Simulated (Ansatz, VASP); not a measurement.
## Two plane-wave programs on GaAs

File POSCAR:

```
GaAs
1.0
    0.0000000000      2.8718964307      2.8000073757
    2.8718964307      0.0000000000      2.8000073757
    2.8718964307      2.8718964307      0.0000000000
Ga As
1 1
Direct
    0.0000000000      0.0000000000      0.0000000000
    0.2500000000      0.2500000000      0.2500000000
```

The input INCAR.step1:

```
SYSTEM = GaAs
PREC = Accurate
ENCUT = 520
EDIFF = 1E-5
ISMEAR = 0
SIGMA = 0.01
LREAL = .False.
LASPH = .True.
NELM = 80
ALGO = Normal
ISIF = 2
LWAVE = .True.
GGA = PE
NBANDS = 16
KPAR = 4
```

File INCAR.step2:

```
SYSTEM = GaAs
PREC = Accurate
ENCUT = 520
EDIFF = 1E-7
ISMEAR = 0
SIGMA = 0.01
LREAL = .False.
LASPH = .True.
NELM = 80
ALGO = Normal
ISIF = 2
LWAVE = .False.
LCHARG = .True.
GGA = PE
LHFCALC = .True.
HFSCREEN = 0.2079
PRECFOCK = Normal
LVHAR = .True.
ISTART = 1
NBANDS = 16
KPAR = 4
```

Contents of KPOINTS:

```
regular mesh
0
Gamma
  6 6 6
  0 0 0
```

Input for Ansatz:

```yaml
crystal:
  lattice:
    - [0.0, 2.8718964307, 2.8000073757]
    - [2.8718964307, 0.0, 2.8000073757]
    - [2.8718964307, 2.8718964307, 0.0]
  atoms:
    - { symbol: Ga, position: [0.0, 0.0, 0.0] }
    - { symbol: As, position: [0.25, 0.25, 0.25] }
kpoints:
  mp_grid: { grid: [6, 6, 6] }
  band_path:
    path:
      - [0.0, 0.0, 0.0]
      - [-0.5, -0.5, 0.0]
      - [-0.375, -0.375, 0.25]
      - [-0.375, 0.0, 0.375]
      - [0.0, 0.0, 0.5]
      - [-0.5, -0.25, 0.25]
    npoints: 1
hamiltonian:
  xc: hse06
scf:
  occupations: { method: fixed }
  n_extra_bands: 4
output:
  forces: true
  stress: true
  eigenvalues: true
```

Change from the starting cell: epitaxial_xy strain +1.4%.

Alike in both runs: task single point; functional HSE06; k mesh 6 × 6 × 6; no spin polarisation.

|  | VASP | Ansatz |
| --- | --- | --- |
| version | VASP 6.6.1 | Ansatz 0.2.0 |
| potentials or method | VASP PAW PBE potentials, release 64 (Ga_d, As) | plane waves, PAW |
| plane-wave cutoff (eV) | 520 | 420 |
| occupations | gaussian, width 0.01 eV | fixed |
| valence electrons in the cell | 18 | 28 |

```csv
,VASP,Ansatz,Ansatz less VASP
gap on the k mesh at the Fermi level (eV),1.13,1.13,+0.005
pressure (GPa),-0.6,-0.5,+0.14
"traceless stress, the component that is largest in VASP (GPa)",1.10,1.09,-0.006
```

VASP's potentials hold 18 valence electrons a cell and Ansatz's 28, so a difference there can come from the potentials and not from the codes. Ansatz's warnings: stress exchange threshold loose, stress scf threshold loose.
